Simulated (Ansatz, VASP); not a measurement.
# Two plane-wave programs on InSb

The input INCAR:

```
SYSTEM = InSb
ALGO = Normal
EDIFF = 1E-6
ENCUT = 520
GGA = PS
ISIF = 2
ISMEAR = 0
LASPH = .True.
LCHARG = .True.
LELF = .True.
LREAL = .False.
LVHAR = .True.
LWAVE = .False.
NBANDS = 16
NELM = 60
PREC = Accurate
SIGMA = 0.15
```

The input KPOINTS:

```
k-points
0
Gamma
  16 16 16
  0 0 0
```

Contents of POSCAR:

```
InSb
1.0
    0.0000000000      3.5207233848      3.2599290600
    3.5207233848      0.0000000000      3.2599290600
    3.5207233848      3.5207233848      0.0000000000
In Sb
1 1
Direct
    0.0000000000      0.0000000000      0.0000000000
    0.7500000000      0.7500000000      0.7500000000
```

Input for Ansatz:

```yaml
crystal:
  lattice:
    - [0.0, 3.5207233848, 3.25992906]
    - [3.5207233848, 0.0, 3.25992906]
    - [3.5207233848, 3.5207233848, 0.0]
  atoms:
    - { symbol: In, position: [0.0, 0.0, 0.0] }
    - { symbol: Sb, position: [0.75, 0.75, 0.75] }
basis:
  ecutwfc: 420
kpoints:
  mp_grid: { grid: [16, 16, 16] }
hamiltonian:
  xc: pbesol
scf:
  occupations: { method: gaussian, width: 0.15 }
output:
  forces: true
  stress: true
  eigenvalues: true
  write_density: true
  write_potential: true
  elf: true
  volumetric_format: npy
```

Change from the starting cell: strain +0.080 along x and y, +0.000 along z, atoms carried along.

Alike in both runs: task single point; functional PBEsol; k mesh 16 × 16 × 16; occupations gaussian, width 0.15 eV; no spin polarisation.

```csv
,VASP,Ansatz
version,VASP 6.6.1,Ansatz 0.2.0
potentials or method,"VASP PAW PBE potentials, release 64 (In_d, Sb), cutoff 520 eV","scalar-relativistic, plane waves, PAW"
valence electrons in the cell,18,28
```

|  | VASP | Ansatz | Ansatz less VASP |
| --- | --- | --- | --- |
| gap on the k mesh at the Fermi level (eV) | 0.11 | 0.11 | +0.002 |
| least direct gap on the mesh (eV) | 0.23 | 0.23 | -0.002 |
| pressure (GPa) | -4.5 | -4.5 | 0.00 |
| traceless stress, the component that is largest in VASP (GPa) | 1.23 | 1.23 | -0.001 |

VASP's potentials were made for PBE, not for PBEsol. VASP's potentials hold 18 valence electrons a cell and Ansatz's 28, so a difference there can come from the potentials and not from the codes.

Neither program's run includes spin-orbit coupling.
